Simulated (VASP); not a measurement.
A run of VASP 6.6.1 is set up as follows.

The input POSCAR:

```
CaO
1.0
    0.0000000000      2.4035556950      2.4035556950
    2.4035556950      0.0000000000      2.4035556950
    2.4035556950      2.4035556950      0.0000000000
Ca O
1 1
Direct
    0.0000000000      0.0000000000      0.0000000000
    0.5000000000      0.5000000000      0.5000000000
```

INCAR.step1

```
  PREC = Accurate
  ENCUT = 520
  EDIFF = 1E-5
  ISMEAR = -1
  SIGMA = 0.05
  LREAL = F
  LASPH = T
  NELM = 120
  ALGO = Normal
  ISIF = 2
  LWAVE = T
  LCHARG = F
  GGA = PE
  NBANDS = 15
  GGA_COMPAT = F
```

INCAR.step2

```
  PREC = Accurate
  ENCUT = 520
  EDIFF = 1E-6
  ISMEAR = -1
  SIGMA = 0.05
  LREAL = F
  LASPH = T
  NELM = 120
  ALGO = Normal
  ISIF = 2
  LWAVE = F
  LCHARG = F
  GGA = PE
  LHFCALC = T
  AEXX = 0.25
  HFSCREEN = 0.3
  PRECFOCK = Normal
  ISTART = 1
  NBANDS = 15
  GGA_COMPAT = F
```

The input KPOINTS:

```
Automatic mesh
0
Gamma
  5 5 5
```

Potentials or basis: VASP PAW PBE potentials, release 64 (Ca_sv, O).

Run with:

```console
$ cat potpaw_PBE.64/Ca_sv/POTCAR potpaw_PBE.64/O/POTCAR > POTCAR
$ cp INCAR.step1 INCAR
$ mpirun -np 1 vasp_std > vasp.out
$ cp INCAR.step2 INCAR
$ mpirun -np 1 vasp_std > vasp.out
```

**Question.** What does it give for the band gap on the k mesh?

**Answer.** 5.24 eV (least direct gap 5.65 eV).

**Question.** Estimate the pressure.

**Answer.** 0.2 GPa.

Caveat: the k points lie up to 0.45 Å⁻¹ apart; the PAW data sets were made with another functional, which shifts forces and pressure a little; an odd mesh through Γ misses points on the zone boundary, where band edges can lie.
